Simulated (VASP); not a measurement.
# Ge (Pm-3m) in VASP: a series of runs, part 2 of 2

VASP 6.6.1.

## 3. Single point, PBE

INCAR reads:

```
ALGO     = Normal         # electronic algorithm
EDIFF    = 1E-6           # SCF threshold, eV
ENCUT    = 520            # plane-wave cutoff, eV
GGA      = PE             # functional
ISIF     = 2              # what is computed and relaxed
ISMEAR   = -1             # smearing method
LASPH    = True           # aspherical terms in the spheres
LCHARG   = True           # write CHGCAR
LELF     = True           # ELF
LREAL    = False          # projectors in reciprocal space
LVHAR    = True         
LWAVE    = False          # write WAVECAR
NBANDS   = 13             # bands
NELM     = 80             # most SCF steps
PREC     = Accurate       # precision mode
SIGMA    = 0.08           # smearing width, eV
```

KPOINTS reads:

```
k-points
0
Gamma
  16 16 16
```

POSCAR reads:

```
Ge
1.0
    2.4301154042      0.0000000000      0.0000000000
    0.0000000000      2.4301154042      0.0000000000
    0.0000000000      0.0000000000      2.4301154042
Ge
1
Direct
    0.0000000000      0.0000000000      0.0000000000
```

Potentials or basis: VASP PAW PBE potentials, release 64 (Ge_d).

Command:

```bash
$ cat potpaw_PBE.64/Ge_d/POTCAR > POTCAR
$ mpirun -np 1 vasp_std > vasp.out
```

OUTCAR:

```text
EDIFF = 1E-6
   ENCUT = 520
   GGA = PE
   ISIF = 2
   ISMEAR = -1
   LASPH = True
   LREAL = False
   NELM = 80
   PREC = Accurate

 ion  position               nearest neighbor table
   1  0.000  0.000  0.000-

  LATTYP: Found a simple cubic cell.
 ALAT       =     2.4301154042

  Lattice vectors:

 A1 = (   2.4301154042,   0.0000000000,   0.0000000000)
 A2 = (   0.0000000000,   2.4301154042,   0.0000000000)
 A3 = (   0.0000000000,   0.0000000000,   2.4301154042)

Analysis of symmetry for initial positions (statically):
=====================================================================
 Subroutine PRICEL returns:
 Original cell was already a primitive cell.

 Routine SETGRP: Setting up the symmetry group for a
 simple cubic supercell.

 Subroutine GETGRP returns: Found 48 space group operations
 (whereof 48 operations were pure point group operations)
 out of a pool of 48 trial point group operations.

The static configuration has the point symmetry O_h .

Analysis of symmetry for dynamics (positions and initial velocities):
=====================================================================
 Subroutine PRICEL returns:
 Original cell was already a primitive cell.

 Routine SETGRP: Setting up the symmetry group for a
 simple cubic supercell.

 Subroutine GETGRP returns: Found 48 space group operations
 (whereof 48 operations were pure point group operations)
 out of a pool of 48 trial point group operations.

The dynamic configuration has the point symmetry O_h .

 Subroutine INISYM returns: Found 48 space group operations
 (whereof 48 operations are pure point group operations),
 and found     1 'primitive' translations

----------------------------------------------------------------------------------------

                                     Primitive cell

  volume of cell :      14.3510

  direct lattice vectors                    reciprocal lattice vectors
     2.430115404  0.000000000  0.000000000     0.411503091  0.000000000  0.000000000
     0.000000000  2.430115404  0.000000000     0.000000000  0.411503091  0.000000000
     0.000000000  0.000000000  2.430115404     0.000000000  0.000000000  0.411503091

  length of vectors
     2.430115404  2.430115404  2.430115404     0.411503091  0.411503091  0.411503091

  position of ions in fractional coordinates (direct lattice)
     0.000000000  0.000000000  0.000000000

  ion indices of the primitive-cell ions
   primitive index   ion index
                 1           1

----------------------------------------------------------------------------------------

 KPOINTS: k-points

Automatic generation of k-mesh.
 Grid dimensions read from file:
 generate k-points for:   16   16   16

 Generating k-lattice:

  Cartesian coordinates                     Fractional coordinates (reciprocal lattice)
     0.025718943  0.000000000  0.000000000     0.062500000  0.000000000  0.000000000
     0.000000000  0.025718943  0.000000000     0.000000000  0.062500000  0.000000000
     0.000000000  0.000000000  0.025718943     0.000000000  0.000000000  0.062500000

  Length of vectors
     0.025718943  0.025718943  0.025718943

  Shift w.r.t. Gamma in fractional coordinates (k-lattice)
     0.000000000  0.000000000  0.000000000

 Subroutine IBZKPT returns following result:
 ===========================================

 Found    165 irreducible k-points:

 Following reciprocal coordinates:
            Coordinates               Weight
  0.000000  0.000000  0.000000      1.000000
  0.062500  0.000000  0.000000      6.000000
  0.125000  0.000000  0.000000      6.000000
  0.187500  0.000000  0.000000      6.000000
  0.250000  0.000000  0.000000      6.000000
  0.312500  0.000000  0.000000      6.000000
[... 16 lines left out ...]
  0.437500  0.125000  0.000000     24.000000
  0.500000  0.125000  0.000000     12.000000
 [... further k-points ...]
   k-points           NKPTS =    165   k-points in BZ     NKDIM =    165   number of bands    NBANDS=     13
   number of dos      NEDOS =    301   number of ions     NIONS =      1
   total plane-waves  NPLWV =   5832
   dimension x,y,z NGX =    18 NGY =   18 NGZ =   18
   dimension x,y,z NGXF=    36 NGYF=   36 NGZF=   36
   ions per type =               1
   NGX,Y,Z   is equivalent  to a cutoff of  12.31, 12.31, 12.31 a.u.
   NGXF,Y,Z  is equivalent  to a cutoff of  24.63, 24.63, 24.63 a.u.
 SYSTEM =  unknown system
   PREC   = accura    normal or accurate (medium, high low for compatibility)
   ISTART =      0    job   : 0-new  1-cont  2-samecut
   ICHARG =      2    charge: 1-file 2-atom 10-const
   ISPIN  =      1    spin polarized calculation?
   LNONCOLLINEAR =      F non collinear calculations
   LSORBIT =      F    spin-orbit coupling
   LASPH  =      T    aspherical Exc in radial PAW
   ENCUT  =  520.0 eV  38.22 Ry    6.18 a.u.   4.52  4.52  4.52*2*pi/ulx,y,z
   NELM   =     80;   NELMIN=  2; NELMDL= -5     # of ELM steps
   EDIFF  = 0.1E-05   stopping-criterion for ELM
   LREAL  =      F    real-space projection
[... 7 lines left out ...]
   TEBEG  =    0.0;   TEEND  =   0.0 temperature during run
   PSTRESS=    0.0 pullay stress
   NELECT =      14.0000    total number of electrons
   NUPDOWN=      -1.0000    fix difference up-down
   EMIN   =  10.00;   EMAX   =-10.00  energy-range for DOS
   EFERMI =   0.00;   METHOD = LEGACY
   ISMEAR =    -1;   SIGMA  =   0.08  broadening in eV -4-tet -1-fermi 0-gaus
   EFERMI_NEDOS =   21; number of points for ismear=-14 and -15
   IALGO  =     38    algorithm
   IMIX   =      4    mixing-type and parameters
     AMIX     =   0.40;   BMIX     =  1.00
     AMIX_MAG =   1.60;   BMIX_MAG =  1.00
  volume/ion in A,a.u.               =      14.35        96.84
  Fermi-wavevector in a.u.,A,eV,Ry     =   1.623643  3.068241 35.867915  2.636217
  Thomas-Fermi vector in A             =   2.717060
   LORBIT       =      0    0 simple, 1 ext, 2 COOP (PROOUT), +10 PAW based schemes
   GGA     = PE    functional components
   LHFCALC =     F    Hartree Fock is set to
   AEXX    =    0.0000 exact exchange contribution
   IVDW    =     0    specifies the selected vdW correction
   LEPSILON=     F    determine dielectric tensor
   LRPA    =     F    only Hartree local field effects (RPA)
 non-spin polarized calculation
  energy-cutoff  :      520.00
  volume of cell :       14.35
 maximum number of plane-waves:       402
   NGX =  9   NGY =  9   NGZ =  9

 number of electron      13.9999963 magnetization

 Free energy of the ion-electron system (eV)
  ---------------------------------------------------
  ext. energy  EPLUGINS =         0.00000000
  ---------------------------------------------------
  free energy    TOTEN  =        -3.65697156 eV

  energy without entropy =       -3.64859081  energy(sigma->0) =       -3.65278119

 E-fermi :   9.8904     XC(G=0): -12.6249

 val. band max:        9.8850472112   @ k =   0.2500   0.2500   0.0625
 cond. band min:       9.9017212059   @ k =   0.5000   0.3750   0.1250
 fundamental gap:      0.0166739947
 Fermi energy:         9.8903721064

 k-point     1 :       0.0000    0.0000    0.0000
  band No.  band energies     occupation
      1     -15.3156      2.00000
      2     -15.3156      2.00000
      3     -14.7148      2.00000
      4     -14.7148      2.00000
      5     -14.7148      2.00000
      6      -5.9146      2.00000
      7      18.3815      0.00000
      8      18.3815      0.00000
      9      18.3815      0.00000
     10      21.3155      0.00000
     11      21.3155      0.00000
     12      26.0778      0.00000
     13      42.9827      0.00000

 k-point     2 :       0.0625    0.0000    0.0000
  band No.  band energies     occupation
      1     -15.3141      2.00000
      2     -15.2991      2.00000
      3     -14.7210      2.00000
      4     -14.7210      2.00000
      5     -14.7143      2.00000
      6      -5.8152      2.00000
      7      16.6865      0.00000
      8      18.4856      0.00000
      9      18.4856      0.00000
     10      21.3983      0.00000
     11      22.7124      0.00000
[... 339 lines left out ...]
 k-point    24 :       0.5000    0.1250    0.0000
  band No.  band energies     occupation
      1     -15.2296      2.00000
      2     -14.9156      2.00000
      3     -14.8727      2.00000
      4     -14.8607      2.00000
      5     -14.7237      2.00000
      6       0.0006      2.00000
      7       2.3142      2.00000
      8      18.8531      0.00000
      9      22.7154      0.00000
     10      23.2616      0.00000
     11      28.2172      0.00000
     12      28.3749      0.00000
     13      29.2592      0.00000

 [... further k-points ...]
[... 5 lines left out ...]
  --------------------------------------------------------------------------------------
  -------------------------------------------------------------------------------------
  Total        4.3056474      4.3056474      4.3056474      0.0000000      0.0000000      0.0000000
  in kB      480.6936049    480.6936049    480.6936049      0.0000000      0.0000000      0.0000000
  external PRESSURE =     480.6936049 kB  Pullay stress =       0.0000000 kB

 VOLUME and BASIS-vectors are now :
 -----------------------------------------------------------------------------
  energy-cutoff  :      520.00
  volume of cell :       14.35
      direct lattice vectors                 reciprocal lattice vectors
     2.430115404  0.000000000  0.000000000     0.411503091  0.000000000  0.000000000
     0.000000000  2.430115404  0.000000000     0.000000000  0.411503091  0.000000000
     0.000000000  0.000000000  2.430115404     0.000000000  0.000000000  0.411503091

 POSITION                                       TOTAL-FORCE (eV/Angst)
 -----------------------------------------------------------------------------------
      0.00000      0.00000      0.00000         0.000000      0.000000      0.000000
 -----------------------------------------------------------------------------------
    total drift:                                0.000000      0.000000      0.000000

  FREE ENERGIE OF THE ION-ELECTRON SYSTEM (eV)
  ---------------------------------------------------
  free  energy   TOTEN  =        -3.6569715598 eV

  energy  without entropy=       -3.6485908105  energy(sigma->0) =       -3.65278119
```

It took 20 s on 1 thread of Intel Xeon Platinum 8175M at 2.50GHz (Skylake/Cascade Lake), shared host; peak memory 0.14 GiB.

What came out:

* Free energy: -3.6570 eV
* Pressure: 48.1 GPa
* Band gap on the k mesh: zero (band 7 reaches 18.38 eV, above the bottom of band 8 at 6.18 eV)

Levels at points of the mesh, in eV from the Fermi level:
| k point | band 4 | band 5 | band 6 | band 7 | band 8 | band 9 | band 10 | band 11 |
| --- | --- | --- | --- | --- | --- | --- | --- | --- |
| (0.00, 0.00, 0.00) | -24.61 | -24.61 | -15.80 | 8.49 | 8.49 | 8.49 | 11.43 | 11.43 |
| (0.50, 0.00, 0.00) | -24.77 | -24.59 | -10.26 | -7.98 | 12.93 | 12.93 | 15.81 | 17.78 |
| (0.50, 0.50, 0.00) | -24.74 | -24.44 | -4.24 | -3.71 | -3.71 | 2.30 | 17.67 | 22.41 |
| (0.50, 0.50, 0.50) | -24.43 | -24.43 | 0.41 | 0.41 | 0.41 | 3.39 | 7.10 | 7.10 |
